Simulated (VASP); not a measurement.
# Ti (Im-3m) in VASP: single point with PBE

Aim: the single point of Ti with PBE.

Program: VASP 6.6.1. These are calculated values, not measurements. Logs are shortened: lines on timing, memory, paths and dates and some standing lists are left out, and cuts for length are marked.

### 1 The cell of the first run

Symmetry: Im-3m, No. 229, cubic system. Conventional cell: a = 3.282 Å, b = 3.282 Å, c = 3.282 Å, α = 90.00°, β = 90.00°, γ = 90.00°. Ti (site symmetry m-3m) has 14 Ti at 2.84 to 3.28 Å within 3.7 Å.

### 2 Single point, PBE

The input, INCAR:

```
SYSTEM = Ti
  ALGO = Normal
  EDIFF = 1E-7
  ENCUT = 520
  GGA = PE
  ISIF = 2
  ISMEAR = 0
  LASPH = .TRUE.
  LCHARG = .TRUE.
  LELF = .TRUE.
  LREAL = .FALSE.
  LVHAR = .TRUE.
  LWAVE = .FALSE.
  NBANDS = 12
  NELM = 100
  PREC = Accurate
  SIGMA = 0.05
```

The input, KPOINTS:

```
k-points
0
G
  16 16 16
  0 0 0
```

The input, POSCAR:

```
Ti
1.0
   -1.6410000000      1.6410000000      1.6410000000
    1.6410000000     -1.6410000000      1.6410000000
    1.6410000000      1.6410000000     -1.6410000000
Ti
1
Direct
    0.0000000000      0.0000000000      0.0000000000
```

Potentials or basis: VASP PAW PBE potentials, release 64 (Ti_sv).

Command:

```sh
$ cat potpaw_PBE.64/Ti_sv/POTCAR > POTCAR
$ mpirun -np 1 vasp_std > vasp.out
```

OUTCAR:

```text
SYSTEM = Ti
   EDIFF = 1E-7
   ENCUT = 520
   GGA = PE
   ISIF = 2
   ISMEAR = 0
   LASPH = .TRUE.
   LREAL = .FALSE.
   NELM = 100
   PREC = Accurate

 ion  position               nearest neighbor table
   1  0.000  0.000  0.000-

  LATTYP: Found a body centered cubic cell.
 ALAT       =     3.2820000000

  Lattice vectors:

 A1 = (  -1.6410000000,   1.6410000000,   1.6410000000)
 A2 = (   1.6410000000,  -1.6410000000,   1.6410000000)
 A3 = (   1.6410000000,   1.6410000000,  -1.6410000000)

Analysis of symmetry for initial positions (statically):
=====================================================================
 Subroutine PRICEL returns:
 Original cell was already a primitive cell.

 Routine SETGRP: Setting up the symmetry group for a
 body centered cubic supercell.

 Subroutine GETGRP returns: Found 48 space group operations
 (whereof 48 operations were pure point group operations)
 out of a pool of 48 trial point group operations.

The static configuration has the point symmetry O_h .

Analysis of symmetry for dynamics (positions and initial velocities):
=====================================================================
 Subroutine PRICEL returns:
 Original cell was already a primitive cell.

 Routine SETGRP: Setting up the symmetry group for a
 body centered cubic supercell.

 Subroutine GETGRP returns: Found 48 space group operations
 (whereof 48 operations were pure point group operations)
 out of a pool of 48 trial point group operations.

The dynamic configuration has the point symmetry O_h .

 Subroutine INISYM returns: Found 48 space group operations
 (whereof 48 operations are pure point group operations),
 and found     1 'primitive' translations

----------------------------------------------------------------------------------------

                                     Primitive cell

  volume of cell :      17.6761

  direct lattice vectors                    reciprocal lattice vectors
    -1.641000000  1.641000000  1.641000000     0.000000000  0.304692261  0.304692261
     1.641000000 -1.641000000  1.641000000     0.304692261  0.000000000  0.304692261
     1.641000000  1.641000000 -1.641000000     0.304692261  0.304692261  0.000000000

  length of vectors
     2.842295375  2.842295375  2.842295375     0.430899928  0.430899928  0.430899928

[... 84 lines left out ...]
   ISIF   =      2    stress and relaxation
   ISYM   =      2    0-nonsym 1-usesym 2-fastsym
   POTIM  = 0.5000    time-step for ionic-motion
   TEBEG  =    0.0;   TEEND  =   0.0 temperature during run
   PSTRESS=    0.0 pullay stress
   NELECT =      12.0000    total number of electrons
   NUPDOWN=      -1.0000    fix difference up-down
   EMIN   =  10.00;   EMAX   =-10.00  energy-range for DOS
   EFERMI =   0.00;   METHOD = LEGACY
   ISMEAR =     0;   SIGMA  =   0.05  broadening in eV -4-tet -1-fermi 0-gaus
   EFERMI_NEDOS =   21; number of points for ismear=-14 and -15
   IALGO  =     38    algorithm
   IMIX   =      4    mixing-type and parameters
     AMIX     =   0.40;   BMIX     =  1.00
     AMIX_MAG =   1.60;   BMIX_MAG =  1.00
  volume/ion in A,a.u.               =      17.68       119.28
  Fermi-wavevector in a.u.,A,eV,Ry     =   1.438821  2.718977 28.166848  2.070205
  Thomas-Fermi vector in A             =   2.557745
   LORBIT       =      0    0 simple, 1 ext, 2 COOP (PROOUT), +10 PAW based schemes
   GGA     = PE    functional components
   LHFCALC =     F    Hartree Fock is set to
   AEXX    =    0.0000 exact exchange contribution
   IVDW    =     0    specifies the selected vdW correction
   LEPSILON=     F    determine dielectric tensor
   LRPA    =     F    only Hartree local field effects (RPA)
 non-spin polarized calculation
 Gauss-broadening in eV      SIGMA  =   0.05
  energy-cutoff  :      520.00
  volume of cell :       17.68
 maximum number of plane-waves:       490
 NGX is ok and might be reduce to    24
   NGX = 11   NGY = 11   NGZ = 11

 number of electron      12.0000001 magnetization

 Free energy of the ion-electron system (eV)
  ---------------------------------------------------
  ext. energy  EPLUGINS =         0.00000000
  ---------------------------------------------------
  free energy    TOTEN  =        -7.72303395 eV

  energy without entropy =       -7.72071303  energy(sigma->0) =       -7.72187349

 E-fermi :   7.9095     XC(G=0): -11.4105

 val. band max:        7.9084190282   @ k =   0.3125   0.0000   0.0000
 cond. band min:       7.9349828614   @ k =   0.3125   0.1875  -0.0000
 fundamental gap:      0.0265638332
 Fermi energy:         7.9094606569

 k-point     1 :       0.0000    0.0000    0.0000
  band No.  band energies     occupation
      1     -48.6529      2.00000
      2     -24.5296      2.00000
      3     -24.5296      2.00000
      4     -24.5296      2.00000
      5       1.9905      2.00000
      6       8.8829      0.00000
      7       8.8829      0.00000
      8       8.8829      0.00000
      9      10.6024      0.00000
     10      10.6024      0.00000
     11      25.1908      0.00000
     12      25.1908      0.00000
[... 331 lines left out ...]
 k-point    24 :       0.2500    0.1875   -0.0000
  band No.  band energies     occupation
      1     -48.5449      2.00000
      2     -25.0248      2.00000
      3     -24.7308      2.00000
      4     -24.5827      2.00000
      5       5.5814      2.00000
      6       7.5617      2.00000
      7       7.9351      0.46761
      8      10.3023      0.00000
      9      10.9685      0.00000
     10      12.0212      0.00000
     11      19.1580      0.00000
     12      20.2010      0.00000

 [... further k-points ...]

------------------------ aborting loop because EDIFF is reached ----------------------------------------

  FORCE on cell =-STRESS in cart. coord.  units (eV):
  Direction    XX          YY          ZZ          XY          YZ          ZX
  --------------------------------------------------------------------------------------
  -------------------------------------------------------------------------------------
  Total       -0.3242951     -0.3242951     -0.3242951     -0.0000000     -0.0000000      0.0000000
  in kB      -29.3944396    -29.3944396    -29.3944396     -0.0000000     -0.0000000      0.0000000
  external PRESSURE =     -29.3944396 kB  Pullay stress =       0.0000000 kB

 VOLUME and BASIS-vectors are now :
 -----------------------------------------------------------------------------
  energy-cutoff  :      520.00
  volume of cell :       17.68
      direct lattice vectors                 reciprocal lattice vectors
    -1.641000000  1.641000000  1.641000000     0.000000000  0.304692261  0.304692261
     1.641000000 -1.641000000  1.641000000     0.304692261  0.000000000  0.304692261
     1.641000000  1.641000000 -1.641000000     0.304692261  0.304692261  0.000000000

 POSITION                                       TOTAL-FORCE (eV/Angst)
 -----------------------------------------------------------------------------------
      0.00000      0.00000      0.00000         0.000000      0.000000      0.000000
 -----------------------------------------------------------------------------------
    total drift:                               -0.000000      0.000000      0.000000

  FREE ENERGIE OF THE ION-ELECTRON SYSTEM (eV)
  ---------------------------------------------------
  free  energy   TOTEN  =        -7.7230339453 eV

  energy  without entropy=       -7.7207130272  energy(sigma->0) =       -7.72187349
```

OSZICAR:

```text
N       E                     dE             d eps       ncg     rms          rms(c)
DAV:   1     0.865880853935E+02    0.86588E+02   -0.65750E+03  3492   0.120E+03
DAV:   2    -0.442071831031E+01   -0.91009E+02   -0.88766E+02  3540   0.293E+02
DAV:   3    -0.871952156376E+01   -0.42988E+01   -0.42475E+01  4980   0.647E+01
DAV:   4    -0.879418408018E+01   -0.74663E-01   -0.74596E-01  3844   0.777E+00
DAV:   5    -0.879584545542E+01   -0.16614E-02   -0.16614E-02  4108   0.103E+00    0.816E+00
DAV:   6    -0.771417717594E+01    0.10817E+01   -0.27061E+00  3748   0.227E+01    0.202E+00
DAV:   7    -0.771355802174E+01    0.61915E-03   -0.65660E-02  4076   0.262E+00    0.124E+00
DAV:   8    -0.772259443024E+01   -0.90364E-02   -0.34108E-02  3688   0.209E+00    0.911E-02
DAV:   9    -0.772301688896E+01   -0.42246E-03   -0.21755E-03  4188   0.434E-01    0.715E-02
DAV:  10    -0.772305690061E+01   -0.40012E-04   -0.21695E-04  3728   0.154E-01    0.139E-02
DAV:  11    -0.772303238373E+01    0.24517E-04   -0.20772E-05  4080   0.693E-02    0.554E-03
DAV:  12    -0.772303354564E+01   -0.11619E-05   -0.75575E-07  4912   0.994E-03    0.130E-03
DAV:  13    -0.772303409671E+01   -0.55107E-06   -0.33197E-07  4172   0.429E-03    0.198E-03
DAV:  14    -0.772303398572E+01    0.11098E-06   -0.69113E-08  2600   0.307E-03    0.303E-04
DAV:  15    -0.772303394527E+01    0.40452E-07   -0.68403E-09  1792   0.748E-04
   1 F= -.77230339E+01 E0= -.77218735E+01  d E =-.232092E-02
```

stdout:

```text
POSCAR found type information on POSCAR Ti
 POSCAR found :  1 types and       1 ions
 scaLAPACK will be used
 LDA part: xc-table for (Slater+PW92), standard interpolation
 POSCAR, INCAR and KPOINTS ok, starting setup
 FFT: planning ... GRIDC
 FFT: planning ... GRID_SOFT
 FFT: planning ... GRID
 WAVECAR not read
 entering main loop
```

It took 50 s on 1 thread of AMD EPYC 7R13, shared host; peak memory 0.13 GiB.

What came out:

- Free energy: -7.7230 eV
- Pressure: -2.9 GPa
- Band gap on the k mesh: zero (band 6 reaches 8.90 eV, above the bottom of band 7 at 7.30 eV)
